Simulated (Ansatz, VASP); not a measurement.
**One calculation of KCl, two programs**

INCAR

```
SYSTEM = KCl
PREC = Accurate
ENCUT = 520
EDIFF = 1E-8
ISMEAR = -1
SIGMA = 0.02
LREAL = .FALSE.
LASPH = .TRUE.
NELM = 60
ALGO = Normal
ISIF = 2
LWAVE = .FALSE.
LCHARG = .FALSE.
GGA = PE
LEFG = .TRUE.
NBANDS = 15
```

File KPOINTS:

```
regular mesh
0
G
  7 7 7
  0 0 0
```

File POSCAR:

```
KCl
1.0
    3.5598159191      0.0000000000      0.0000000000
    0.0000000000      3.5598159191      0.0000000000
    0.0000000000      0.0000000000      3.5598159191
K Cl
1 1
Direct
    0.0000000000      0.0000000000      0.0000000000
    0.5000000000      0.5000000000      0.5000000000
```

Input for Ansatz:

```yaml
crystal:
  lattice:
    - [3.5598159191, 0.0, 0.0]
    - [0.0, 3.5598159191, 0.0]
    - [0.0, 0.0, 3.5598159191]
  atoms:
    - { symbol: K, position: [0.0, 0.0, 0.0] }
    - { symbol: Cl, position: [0.5, 0.5, 0.5] }
kpoints:
  mp_grid: { grid: [7, 7, 7] }
scf:
  occupations: { method: fermi_dirac, width: 0.02 }
hamiltonian:
  xc: pbe
  pseudopotentials: { kind: all_electron, datasets: crystal }
output:
  forces: true
  stress: true
  eigenvalues: true
  efg: { contact_densities: true }
```

Change from the starting cell: volume scaled by 0.94, crystal datasets.

Alike in both runs: task electric field gradients; functional PBE; k mesh 7 × 7 × 7; occupations fermi-dirac, width 0.02 eV; no spin polarisation.

|  | VASP | Ansatz |
| --- | --- | --- |
| version | VASP 6.6.1 | Ansatz 0.2.0 |
| potentials or method | VASP PAW PBE potentials, release 64 (K_sv, Cl), cutoff 520 eV | all-electron PAW with datasets made for the crystal, scalar-relativistic |

```csv
,VASP,Ansatz,Ansatz less VASP
gap on the k mesh at the Fermi level (eV),5.97,5.97,+0.003
pressure (GPa),7.3,7.2,-0.10
```

Ansatz ran all-electron here, and VASP with PAW potentials.
